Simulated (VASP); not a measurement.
Input of a VASP 6.6.1 run:

File POSCAR:

```
Sr8Ti8O23
1.0
    7.7828210000      0.0000000000      0.0000000000
    0.0000000000      7.7828210000      0.0000000000
    0.0000000000      0.0000000000      7.7828210000
Sr Ti O
8 8 23
Direct
    0.9907880000      0.9907370000      0.9995310000
    0.9913480000      0.9912880000      0.4972720000
    0.9913850000      0.5082780000      0.9996130000
    0.9911690000      0.5085230000      0.4996190000
    0.5084560000      0.9911590000      0.9995970000
    0.5085020000      0.9911920000      0.4996160000
    0.5090290000      0.5088990000      0.9996660000
    0.5084370000      0.5083820000      0.5019950000
    0.2485930000      0.2482000000      0.2333380000
    0.2515620000      0.2511560000      0.7660780000
    0.2495500000      0.7461230000      0.2531230000
    0.2499960000      0.7533050000      0.7453670000
    0.7463560000      0.2495970000      0.2535960000
    0.7535480000      0.2500350000      0.7458470000
    0.7489670000      0.7490280000      0.2492210000
    0.7505700000      0.7506170000      0.7500300000
    0.2508040000      0.2492630000      0.9997190000
    0.2498350000      0.7502450000      0.0000250000
    0.2503430000      0.7495660000      0.4999120000
    0.7494620000      0.2500370000      0.9996170000
    0.7504640000      0.2496380000      0.4996350000
    0.7503170000      0.7496350000      0.9997370000
    0.7498320000      0.7499710000      0.4997490000
    0.0087550000      0.2526710000      0.2692510000
    0.0048790000      0.2473640000      0.7323250000
    0.0013560000      0.7511400000      0.2484200000
    0.9995700000      0.7487380000      0.7515840000
    0.4950600000      0.2522760000      0.2679920000
    0.4911690000      0.2475080000      0.7288330000
    0.5004820000      0.7513550000      0.2476140000
    0.4986660000      0.7484870000      0.7518590000
    0.2524080000      0.0087240000      0.2705530000
    0.2476380000      0.0048230000      0.7316780000
    0.2525090000      0.4950040000      0.2673550000
    0.2472150000      0.4911200000      0.7301060000
    0.7514050000      0.0012130000      0.2477350000
    0.7485160000      0.9994320000      0.7518510000
    0.7511540000      0.5003260000      0.2478740000
    0.7487520000      0.4985390000      0.7511860000
```

INCAR.step1

```
  PREC = Accurate
  ENCUT = 520
  EDIFF = 1E-5
  ISMEAR = -1
  SIGMA = 0.05
  LREAL = Auto
  LASPH = T
  NELM = 120
  ALGO = Normal
  ISIF = 2
  LWAVE = T
  LCHARG = F
  GGA = PE
  NELECT = 312.0
  ISYM = -1
  NBANDS = 182
  GGA_COMPAT = F
```

INCAR.step2

```
  PREC = Accurate
  ENCUT = 520
  EDIFF = 1E-6
  ISMEAR = -1
  SIGMA = 0.05
  LREAL = Auto
  LASPH = T
  NELM = 120
  ALGO = Normal
  ISIF = 2
  LWAVE = F
  LCHARG = F
  GGA = PE
  LHFCALC = T
  HFSCREEN = 0.2079
  PRECFOCK = Fast
  ISTART = 1
  NELECT = 312.0
  ISYM = -1
  NBANDS = 182
  GGA_COMPAT = F
```

The input KPOINTS:

```
explicit points
1
Reciprocal
  0.25000000   0.25000000   0.25000000 1
```

Potentials or basis: VASP PAW PBE potentials, release 64 (Sr_sv, Ti_sv, O).

Run with:

```bash
$ cat potpaw_PBE.64/Sr_sv/POTCAR potpaw_PBE.64/Ti_sv/POTCAR potpaw_PBE.64/O/POTCAR > POTCAR
$ cp INCAR.step1 INCAR
$ mpirun -np 1 vasp_std > vasp.out
$ cp INCAR.step2 INCAR
$ mpirun -np 1 vasp_std > vasp.out
```

Problem. What does it give for the largest force?

Solution. 0.151 eV/Å.

Forces on the atoms (eV/Å):
```
Sr   0.030  0.028 -0.001
Sr   0.007  0.008  0.015
Sr   0.024 -0.023 -0.001
Sr   0.011 -0.010  0.000
Sr  -0.023  0.025  0.000
Sr  -0.008  0.009  0.001
Sr  -0.030 -0.030  0.002
Sr  -0.007 -0.006 -0.017
Ti   0.009  0.012 -0.143
Ti  -0.013 -0.008  0.150
Ti  -0.002  0.025  0.033
Ti  -0.003 -0.029 -0.038
Ti   0.025  0.000  0.032
Ti  -0.030 -0.003 -0.041
Ti   0.018  0.016  0.025
Ti  -0.010 -0.011 -0.014
O   -0.004  0.002  0.002
O   -0.002 -0.001  0.004
O   -0.002  0.000  0.004
O    0.003  0.001  0.001
O   -0.001  0.002  0.001
O   -0.002  0.002  0.002
O   -0.001  0.001  0.002
O    0.125 -0.026 -0.051
O    0.083  0.019  0.034
O    0.029 -0.013 -0.009
O    0.012  0.009 -0.001
O   -0.082 -0.020 -0.038
O   -0.128  0.021  0.058
O   -0.008 -0.011 -0.003
O   -0.022  0.009  0.002
O   -0.022  0.128 -0.059
O    0.019  0.083  0.036
O   -0.019 -0.082 -0.035
O    0.025 -0.125  0.052
O   -0.011  0.026 -0.006
O    0.009  0.010  0.001
O   -0.008 -0.008 -0.003
O    0.011 -0.027  0.003
```

Caveat: the cell carries a net charge on a neutralising background, which shifts energy and pressure; the PAW data sets were made with another functional, which shifts forces and pressure a little.
